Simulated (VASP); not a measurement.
# TaTe (Pm-3m) in VASP: notebook

The runs below take TaTe through relaxation of cell and atoms, with PBE.

Everything below comes from runs of VASP 6.6.1. Logs are shortened: lines on timing, memory, paths and dates and some standing lists are left out, and cuts for length are marked.

## 1. The cell of the first run

It takes space group Pm-3m (No. 221, cubic). The conventional cell has a = 3.420 Å, b = 3.420 Å, c = 3.420 Å, α = 90.00°, β = 90.00°, γ = 90.00°. Ta (site symmetry m-3m) has 8 Te at 2.96 Å and 6 Ta at 3.42 Å within 3.9 Å. Te (site symmetry m-3m) has 8 Ta at 2.96 Å and 6 Te at 3.42 Å within 3.9 Å.

## 2. Relaxation of cell and atoms, PBE, target pressure 20 GPa, at which the enthalpy is minimised

INCAR

```
ALGO = Normal ; EDIFF = 1E-6
EDIFFG = -0.01 ; ENCUT = 600
GGA = PE ; IBRION = 2
ISIF = 3 ; ISMEAR = -1
LASPH = T ; LCHARG = F
LREAL = F ; LWAVE = F
NELM = 100 ; NSW = 60
PREC = Accurate ; PSTRESS = 200.0
SIGMA = 0.05
```

KPOINTS

```
k-points
0
Gamma
  8 8 8
```

POSCAR

```
TaTe
1.0
    3.4200900000      0.0000000000      0.0000000000
    0.0000000000      3.4200900000      0.0000000000
    0.0000000000      0.0000000000      3.4200900000
Ta Te
1 1
Direct
    0.5000000000      0.5000000000      0.5000000000
    0.0000000000      0.0000000000      0.0000000000
```

Potentials or basis: VASP PAW PBE potentials, release 64 (Ta_pv, Te).

Run with:

```
> cat potpaw_PBE.64/Ta_pv/POTCAR potpaw_PBE.64/Te/POTCAR > POTCAR
> mpirun -np 1 vasp_std > vasp.out
```

OUTCAR:

```text
EDIFF = 1E-6
   EDIFFG = -0.01
   ENCUT = 600
   GGA = PE
   IBRION = 2
   ISIF = 3
   ISMEAR = -1
   LASPH = T
   LREAL = F
   NELM = 100
   NSW = 60
   PREC = Accurate
   PSTRESS = 200.0

 ion  position               nearest neighbor table
   1  0.500  0.500  0.500-   2 2.96   2 2.96   2 2.96   2 2.96   2 2.96   2 2.96   2 2.96   2 2.96

   2  0.000  0.000  0.000-   1 2.96   1 2.96   1 2.96   1 2.96   1 2.96   1 2.96   1 2.96   1 2.96

  LATTYP: Found a simple cubic cell.
 ALAT       =     3.4200900000

  Lattice vectors:

 A1 = (   3.4200900000,   0.0000000000,   0.0000000000)
 A2 = (   0.0000000000,   3.4200900000,   0.0000000000)
 A3 = (   0.0000000000,   0.0000000000,   3.4200900000)

Analysis of symmetry for initial positions (statically):
=====================================================================
 Subroutine PRICEL returns:
 Original cell was already a primitive cell.

 Routine SETGRP: Setting up the symmetry group for a
 simple cubic supercell.

 Subroutine GETGRP returns: Found 48 space group operations
 (whereof 48 operations were pure point group operations)
 out of a pool of 48 trial point group operations.

The static configuration has the point symmetry O_h .

Analysis of symmetry for dynamics (positions and initial velocities):
=====================================================================
 Subroutine PRICEL returns:
 Original cell was already a primitive cell.

 Routine SETGRP: Setting up the symmetry group for a
 simple cubic supercell.

 Subroutine GETGRP returns: Found 48 space group operations
 (whereof 48 operations were pure point group operations)
 out of a pool of 48 trial point group operations.

The dynamic configuration has the point symmetry O_h .

 Subroutine INISYM returns: Found 48 space group operations
 (whereof 48 operations are pure point group operations),
 and found     1 'primitive' translations

----------------------------------------------------------------------------------------

                                     Primitive cell

  volume of cell :      40.0048

  direct lattice vectors                    reciprocal lattice vectors
     3.420090000  0.000000000  0.000000000     0.292389966  0.000000000  0.000000000
     0.000000000  3.420090000  0.000000000     0.000000000  0.292389966  0.000000000
     0.000000000  0.000000000  3.420090000     0.000000000  0.000000000  0.292389966

  length of vectors
     3.420090000  3.420090000  3.420090000     0.292389966  0.292389966  0.292389966

  position of ions in fractional coordinates (direct lattice)
     0.500000000  0.500000000  0.500000000
     0.000000000  0.000000000  0.000000000

  ion indices of the primitive-cell ions
   primitive index   ion index
                 1           1
                 2           2

[... 63 lines left out ...]
   ISTART =      0    job   : 0-new  1-cont  2-samecut
   ICHARG =      2    charge: 1-file 2-atom 10-const
   ISPIN  =      1    spin polarized calculation?
   LNONCOLLINEAR =      F non collinear calculations
   LSORBIT =      F    spin-orbit coupling
   LASPH  =      T    aspherical Exc in radial PAW
   ENCUT  =  600.0 eV  44.10 Ry    6.64 a.u.   6.83  6.83  6.83*2*pi/ulx,y,z
   NELM   =    100;   NELMIN=  2; NELMDL= -5     # of ELM steps
   EDIFF  = 0.1E-05   stopping-criterion for ELM
   LREAL  =      F    real-space projection
   EDIFFG = -.1E-01   stopping-criterion for IOM
   NSW    =     60    number of steps for IOM
   IBRION =      2    ionic relax: 0-MD 1-quasi-New 2-CG
   NFREE  =      1    steps in history (QN), initial steepest desc. (CG)
   ISIF   =      3    stress and relaxation
   ISYM   =      2    0-nonsym 1-usesym 2-fastsym
   POTIM  = 0.5000    time-step for ionic-motion
   TEBEG  =    0.0;   TEEND  =   0.0 temperature during run
   PSTRESS=  200.0 pullay stress
   NELECT =      17.0000    total number of electrons
   NUPDOWN=      -1.0000    fix difference up-down
   EMIN   =  10.00;   EMAX   =-10.00  energy-range for DOS
   EFERMI =   0.00;   METHOD = LEGACY
   ISMEAR =    -1;   SIGMA  =   0.05  broadening in eV -4-tet -1-fermi 0-gaus
   EFERMI_NEDOS =   21; number of points for ismear=-14 and -15
   IALGO  =     38    algorithm
   IMIX   =      4    mixing-type and parameters
     AMIX     =   0.40;   BMIX     =  1.00
     AMIX_MAG =   1.60;   BMIX_MAG =  1.00
  volume/ion in A,a.u.               =      20.00       134.98
  Fermi-wavevector in a.u.,A,eV,Ry     =   1.230798  2.325872 20.610987  1.514865
  Thomas-Fermi vector in A             =   2.365633
   LORBIT       =      0    0 simple, 1 ext, 2 COOP (PROOUT), +10 PAW based schemes
   GGA     = PE    functional components
   LHFCALC =     F    Hartree Fock is set to
   AEXX    =    0.0000 exact exchange contribution
   IVDW    =     0    specifies the selected vdW correction
   LEPSILON=     F    determine dielectric tensor
   LRPA    =     F    only Hartree local field effects (RPA)
 conjugate gradient relaxation of ions
 non-spin polarized calculation
  energy-cutoff  :      600.00
  volume of cell :       40.00
 maximum number of plane-waves:      1357
 NGX is ok and might be reduce to    28
   NGX = 13   NGY = 13   NGZ = 13

--------------------------------------- Ionic step        1  -------------------------------------------

 number of electron      17.0000005 magnetization

 Free energy of the ion-electron system (eV)
  ---------------------------------------------------
  ext. energy  EPLUGINS =         0.00000000
  ---------------------------------------------------
  free energy    TOTEN  =       -14.53943569 eV

  energy without entropy =      -14.51128841  energy(sigma->0) =      -14.52536205

 E-fermi :   9.7229     XC(G=0): -11.9003

 val. band max:        9.6984881790   @ k =   0.5000   0.3750   0.2500
 cond. band min:       9.7260044137   @ k =   0.3750   0.3750   0.2500
 fundamental gap:      0.0275162347
 Fermi energy:         9.7228995104

 k-point     1 :       0.0000    0.0000    0.0000
  band No.  band energies     occupation
      1     -25.2354      2.00000
      2     -25.2354      2.00000
      3     -25.2354      2.00000
      4      -5.1525      2.00000
      5       6.9033      2.00000
      6       6.9033      2.00000
      7       8.2624      2.00000
      8       8.2624      2.00000
      9       8.2624      2.00000
     10      11.1176      0.00000
     11      11.1176      0.00000
     12      11.1176      0.00000
[... 496 lines left out ...]
--------------------------------------- Ionic step        5  -------------------------------------------

 number of electron      16.9999999 magnetization

 Free energy of the ion-electron system (eV)
  ---------------------------------------------------
  ext. energy  EPLUGINS =         0.00000000
  ---------------------------------------------------
  free energy    TOTEN  =       -14.30766723 eV

  energy without entropy =      -14.28389897  energy(sigma->0) =      -14.29578310

 E-fermi :  11.1164     XC(G=0): -12.4310

 val. band max:       11.1030423989   @ k =   0.5000   0.3750   0.2500
 cond. band min:      11.1612806821   @ k =   0.5000   0.5000   0.3750
 fundamental gap:      0.0582382832
 Fermi energy:        11.1163519397

 k-point     1 :       0.0000    0.0000    0.0000
  band No.  band energies     occupation
      1     -23.5572      2.00000
      2     -23.5572      2.00000
      3     -23.5572      2.00000
      4      -4.5819      2.00000
      5       7.8333      2.00000
      6       7.8333      2.00000
      7       9.7657      2.00000
      8       9.7657      2.00000
      9       9.7657      2.00000
     10      12.7448      0.00000
     11      12.7448      0.00000
     12      12.7448      0.00000
[... 378 lines left out ...]
  energy  without entropy=      -14.2838989711  energy(sigma->0) =      -14.29578310

  enthalpy is  TOTEN    =        -9.8204867553 eV   P V=        4.4871804763

 reached required accuracy - stopping structural energy minimisation
```

OSZICAR:

```text
N       E                     dE             d eps       ncg     rms          rms(c)
DAV:   1     0.100952431028E+03    0.10095E+03   -0.92897E+03   840   0.141E+03
DAV:   2    -0.111860635992E+02   -0.11214E+03   -0.10881E+03   964   0.322E+02
DAV:   3    -0.149596977055E+02   -0.37736E+01   -0.36313E+01  1080   0.486E+01
DAV:   4    -0.150235795902E+02   -0.63882E-01   -0.62942E-01   976   0.632E+00
[... 40 lines left out ...]
DAV:   2    -0.143078221318E+02    0.69378E-03   -0.12240E-03   860   0.379E-01    0.954E-02
DAV:   3    -0.143076724565E+02    0.14968E-03   -0.30072E-04   964   0.177E-01    0.204E-02
DAV:   4    -0.143076652224E+02    0.72341E-05   -0.31332E-05   956   0.472E-02    0.148E-02
DAV:   5    -0.143076670887E+02   -0.18662E-05   -0.26511E-06   872   0.172E-02    0.472E-03
DAV:   6    -0.143076672316E+02   -0.14297E-06   -0.36144E-07   440   0.589E-03
   5 F= -.98204868E+01 E0= -.98086026E+01  d E =-.274861E+00
```

CONTCAR:

```text
TaTe
   1.00000000000000
     3.3002844619690332    0.0000000000000000   -0.0000000000000000
    -0.0000000000000000    3.3002844619690332   -0.0000000000000000
     0.0000000000000000    0.0000000000000000    3.3002844619690332
  Ta              Te
     1     1
Direct
     0.5000000000000000    0.5000000000000000    0.5000000000000000
     0.0000000000000000    0.0000000000000000    0.0000000000000000

  0.00000000E+00  0.00000000E+00  0.00000000E+00
  0.00000000E+00  0.00000000E+00  0.00000000E+00
```

Wall time 54 s (1 thread of Intel Xeon Platinum 8488C (Sapphire Rapids), shared host); peak memory 0.18 GiB.

Results:

```yaml
Free_energy: -14.3077 eV
Relaxed_volume: 17.97 Å³/atom
Relaxed_cell: a = 3.300 Å, b = 3.300 Å, c = 3.300 Å, α = 90.00°, β = 90.00°, γ = 90.00°
Space_group_after_relaxing_to_0.05_Å: Pm-3m (No. 221)
Energy_change_on_relaxing_the_enthalpy_is_what_falls: +115.9 meV/atom
Ionic_steps: 5
Pressure_after_relaxing: 20.0 GPa
```

Step by step:
```csv
step,energy change (eV),largest force (eV/Å),pressure (GPa),volume (Å³)
1,0.0000,0.0000,0.13,40.00
2,3.6922,0.0000,131.23,27.29
3,0.1839,0.0000,17.52,36.36
4,0.2167,0.0000,19.24,36.07
5,0.2318,0.0000,20.03,35.95
```

Final structure:
```yaml
crystal:
  lattice:
    - [3.30028, 0.00000, 0.00000]
    - [0.00000, 3.30028, 0.00000]
    - [0.00000, 0.00000, 3.30028]
  atoms:
    - { symbol: Ta, position: [0.50000, 0.50000, 0.50000] }
    - { symbol: Te, position: [0.00000, 0.00000, 0.00000] }
```

Levels at points of the mesh, in eV from the Fermi level:
```tsv
k point	band 5	band 6	band 7	band 8	band 9	band 10	band 11	band 12
(0.00, 0.00, 0.00)	-3.28	-3.28	-1.35	-1.35	-1.35	1.63	1.63	1.63
(0.50, 0.00, 0.00)	-9.35	-3.22	-3.22	-2.36	1.82	3.20	4.27	5.89
(0.50, 0.50, 0.00)	-6.31	-6.31	-3.72	-0.33	-0.33	0.84	2.05	3.66
(0.50, 0.50, 0.50)	-7.41	-7.41	-7.41	1.70	1.70	1.70	3.84	3.84
```

Caveat: the cell is relaxed towards a set pressure, so the enthalpy falls and the energy may rise; spin-orbit coupling is left out, which moves the levels of the heavy elements.

## 3. Relaxation of cell and atoms, PBE, target pressure 30 GPa, at which the enthalpy is minimised

INCAR

```
SYSTEM = TaTe
  ALGO = Normal
  EDIFF = 1E-6
  EDIFFG = -0.01
  ENCUT = 600
  GGA = PE
  IBRION = 2
  ISIF = 3
  ISMEAR = -1
  LASPH = .True.
  LCHARG = .False.
  LREAL = .False.
  LWAVE = .False.
  NELM = 100
  NSW = 60
  PREC = Accurate
  PSTRESS = 300.0
  SIGMA = 0.05
```

KPOINTS

```
k-points
0
Gamma
  8 8 8
  0 0 0
```

POSCAR is that of step 2.

Potentials or basis: VASP PAW PBE potentials, release 64 (Ta_pv, Te).

Run with:

```
> cat potpaw_PBE.64/Ta_pv/POTCAR potpaw_PBE.64/Te/POTCAR > POTCAR
> mpirun -np 1 vasp_std > vasp.out
```

It took 52 s on 1 thread of Intel Xeon Platinum 8488C (Sapphire Rapids), shared host; peak memory 0.18 GiB.

The run converged. Its results:

```yaml
Free_energy: -14.0886 eV
Relaxed_volume: 17.27 Å³/atom
Relaxed_cell: a = 3.257 Å, b = 3.257 Å, c = 3.257 Å, α = 90.00°, β = 90.00°, γ = 90.00°
Space_group_after_relaxing_to_0.05_Å: Pm-3m (No. 221)
Energy_change_on_relaxing_the_enthalpy_is_what_falls: +225.4 meV/atom
Ionic_steps: 5
Pressure_after_relaxing: 30.0 GPa
```

The path:
| step | energy change (eV) | largest force (eV/Å) | pressure (GPa) | volume (Å³) |
| --- | --- | --- | --- | --- |
| 1 | 0.0000 | 0.0000 | 0.13 | 40.00 |
| 2 | 10.6593 | 0.0000 | 324.02 | 22.07 |
| 3 | 0.2992 | 0.0000 | 23.34 | 35.45 |
| 4 | 0.3847 | 0.0000 | 27.22 | 34.90 |
| 5 | 0.4508 | 0.0000 | 30.05 | 34.53 |

Final structure:
```cif
data_structure
_symmetry_space_group_name_H-M 'P 1'
_symmetry_Int_Tables_number 1
_cell_length_a 3.2565
_cell_length_b 3.2565
_cell_length_c 3.2565
_cell_angle_alpha 90.000
_cell_angle_beta 90.000
_cell_angle_gamma 90.000
_cell_volume 34.53
loop_
_atom_site_label
_atom_site_type_symbol
_atom_site_fract_x
_atom_site_fract_y
_atom_site_fract_z
_atom_site_occupancy
Ta1 Ta 0.50000 0.50000 0.50000 1
Te1 Te 0.00000 0.00000 0.00000 1
```

Levels at points of the mesh, in eV from the Fermi level:
```
           k point  band 4  band 5  band 6  band 7  band 8  band 9  band 10  band 11  band 12
(0.00, 0.00, 0.00)  -16.03   -3.48   -3.48   -1.30   -1.30   -1.30     1.72     1.72     1.72
(0.50, 0.00, 0.00)  -13.44   -9.64   -3.32   -3.32   -2.52    1.90     3.40     4.22     6.22
(0.50, 0.50, 0.00)  -12.88   -6.46   -6.46   -3.85   -0.36   -0.36     0.99     2.30     3.88
(0.50, 0.50, 0.50)  -10.31   -7.70   -7.70   -7.70    1.80    1.80     1.80     4.07     4.07
```

Caveat: the cell is relaxed towards a set pressure, so the enthalpy falls and the energy may rise; spin-orbit coupling is left out, which moves the levels of the heavy elements.
